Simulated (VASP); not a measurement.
## SrCo2P2: single point with LDA

The system is SrCo2P2.

```
CELL_PARAMETERS angstrom
-1.80719 1.80719 5.63845
1.80719 -1.80719 5.63845
1.80719 1.80719 -5.63845
ATOMIC_POSITIONS crystal
Sr 0.00000 0.00000 0.00000
Co 0.75000 0.25000 0.50000
Co 0.25000 0.75000 0.50000
P 0.35434 0.35434 0.00000
P 0.64566 0.64566 0.00000
```

```yaml
Program: VASP 6.6.1
Task: single point
Functional: LDA
Potentials_or_basis: VASP PAW LDA potentials, release 64 (Sr_sv, Co, P)
Cutoff: 520 eV
k_mesh: 16 × 16 × 16
Occupations: gaussian, width 0.05 eV
Spin: no spin polarisation
```

The pressure is 5.0 GPa and the largest force is 0.013 eV/Å. The band gap on the k mesh is zero (bands 19 and 20 overlap by 1.99 eV).

Forces on the atoms (eV/Å):
```
Sr   0.000  0.000  0.000
Co   0.000  0.000  0.000
Co   0.000  0.000  0.000
P    0.000  0.000 -0.013
P    0.000  0.000  0.013
```

Stress tensor (GPa, compression positive):
```
5.04 0.00 0.00
0.00 5.04 0.00
0.00 0.00 4.77
```

Levels at points of the mesh, in eV from the Fermi level:
```tsv
k point	band 15	band 16	band 17	band 18	band 19	band 20	band 21	band 22	band 23	band 24
(0.00, 0.00, 0.00)	-1.88	-1.14	-0.85	-0.85	-0.33	0.47	2.43	2.43	3.02	4.07
(0.50, 0.00, 0.00)	-2.27	-2.26	-1.90	-1.69	0.42	0.65	0.72	1.86	3.02	4.10
(0.50, 0.50, 0.00)	-2.80	-1.81	-1.48	-1.46	-1.46	-1.41	0.06	0.14	3.96	4.79
(0.50, 0.50, 0.50)	-1.24	-1.13	-0.62	-0.62	-0.33	-0.02	1.24	2.30	2.30	4.04
```

Wall time 22 min on 1 thread of Intel(R) Xeon(R) Platinum 8259CL CPU @ 2.50GHz (Skylake/Cascade Lake), on a shared host, peak memory 0.79 GiB.

Caveat: the cell stands under pressure; the run has no spin polarisation, though such a crystal can be magnetic. Spin polarisation is off, so any magnetic state and its effect on volume and gap are missing.
